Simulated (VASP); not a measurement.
## HfC: single point with PBEsol

Crystal: HfC.

```
CELL_PARAMETERS angstrom
0.00000 2.32500 2.32500
2.32500 0.00000 2.32500
2.32500 2.32500 0.00000
ATOMIC_POSITIONS crystal
Hf 0.44000 0.44000 0.56000
C 0.06000 0.06000 0.94000
```

This cell differs from its parent crystal: shortest bond scaled by 0.76.

```json
{
 "Program": "VASP 6.6.1",
 "Task": "single point",
 "Functional": "PBEsol",
 "Potentials or basis": "VASP PAW PBE potentials, release 64 (Hf_pv, C)",
 "Cutoff": "520 eV",
 "k mesh": "11 × 11 × 11",
 "Occupations": "fermi-dirac, width 0.05 eV",
 "Spin": "no spin polarisation"
}
```

```json
{
 "Pressure": "30.0 GPa",
 "Largest force": "11.051 eV/Å",
 "Band gap on the k mesh": "zero (bands 7 and 8 overlap by 0.57 eV)"
}
```

Forces on the atoms (eV/Å):
```
Hf    0.000   0.000  11.051
C     0.000   0.000 -11.051
```

Stress tensor (GPa, compression positive):
```
 -8.74   0.00   0.00
  0.00  -8.74   0.00
  0.00   0.00 107.58
```

Levels at points of the mesh, in eV from the Fermi level:
```
           k point  band 5  band 6  band 7  band 8  band 9  band 10
(0.00, 0.00, 0.00)   -1.77   -1.77   -1.20    1.68    3.73     5.45
```

Run time: 48 s on 1 thread of Intel Xeon 8259CL, on a shared host, peak memory 0.17 GiB.

Caveat: the cell differs from its parent crystal (shortest bond scaled by 0.76); the cell stands under pressure; the PAW data sets were made with another functional, which shifts forces and pressure a little; spin-orbit coupling is left out, which moves the levels of the heavy elements.
